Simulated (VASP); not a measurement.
Wanted: the native input for a VASP 6.6.1 run.

- Task: single point
- Functional: LDA
- Potentials or basis: VASP PAW LDA potentials, release 64 (Hf_pv)
- Cutoff: 520 eV
- k mesh: 20 × 20 × 20
- Occupations: gaussian, width 0.15 eV
- Spin: no spin polarisation
- Dipole correction: no
- Further INCAR settings: ALGO = Fast; EDIFF = 1e-07; NBANDS = 11

The structure of Hf lies in POSCAR:

```
Hf
1.0
    0.0000000000      2.3834560315      2.0423834734
    2.3834560315      0.0000000000      2.0423834734
    2.3834560315      2.3834560315      0.0000000000
Hf
1
Direct
    0.0000000000      0.0000000000      0.0000000000
```

The input as run:

INCAR

```
PREC = Accurate ; ENCUT = 520
EDIFF = 1E-7 ; ISMEAR = 0
SIGMA = 0.15 ; LREAL = False
LASPH = True ; NELM = 80
ALGO = Fast ; ISIF = 2
LWAVE = False ; LCHARG = True
LELF = True ; LVHAR = True
NBANDS = 11
```

KPOINTS

```
Automatic mesh
0
Gamma
  20 20 20
```

Potentials or basis: VASP PAW LDA potentials, release 64 (Hf_pv).

The run is started by

```console
$ cat potpaw_LDA.64/Hf_pv/POTCAR > POTCAR
$ mpirun -np 1 vasp_std > vasp.out
```

Results of the run:

| Property | Result |
| --- | --- |
| Pressure | -10.9 GPa |
| Band gap on the k mesh | zero (bands 5 and 6 overlap by 1.87 eV) |

Caveat: the cell stands under tension; spin-orbit coupling is left out, which moves the levels of the heavy elements.

Run time: 90 s on 1 thread of Intel(R) Xeon(R) Platinum 8488C (Sapphire Rapids), with other jobs on the host, peak memory 0.26 GiB.
